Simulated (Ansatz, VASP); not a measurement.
**Mg2As: VASP beside Ansatz**

```
As Mg
1.0
    -1.95487    2.85962    6.07151
     1.95487   -2.85962    6.07151
     1.95487    2.85962   -6.07151
As Mg
2 4
Cartesian
  1.9549 0.0000 4.3229
  0.0000 2.8596 1.7487
  0.0000 0.0000 2.3950
  1.9549 1.4586 0.0000
  0.0000 1.4010 6.0715
  0.0000 0.0000 9.7480
```

Alike in both runs: task single point; functional PBE; k mesh 8 × 8 × 8; occupations fermi-dirac, width 0.05 eV; no spin polarisation.

```csv
,VASP,Ansatz
version,VASP 6.6.1,Ansatz 0.2.0
potentials or method,"VASP PAW PBE potentials, release 64 (As, Mg)",Ansatz PAW
plane-wave cutoff (eV),520,420
valence electrons in the cell,18,70
```

```csv
,VASP,Ansatz,Ansatz less VASP
gap on the k mesh at the Fermi level (eV),none,none,-
pressure (GPa),-2.9,-2.8,+0.07
"traceless stress, the component that is largest in VASP (GPa)",0.13,0.14,+0.007
rms of the force components (eV/Å),0.035,0.037,+0.0018
```

Atom by atom the forces differ by 0.004 eV/Å (rms over components). A gap of «none» marks a metal or a gap that the smearing closes. With one functional, cell and mesh, what is left measures potentials, basis and numerics. VASP's potentials hold 18 valence electrons a cell and Ansatz's 70, so a difference there can come from the potentials and not from the codes.
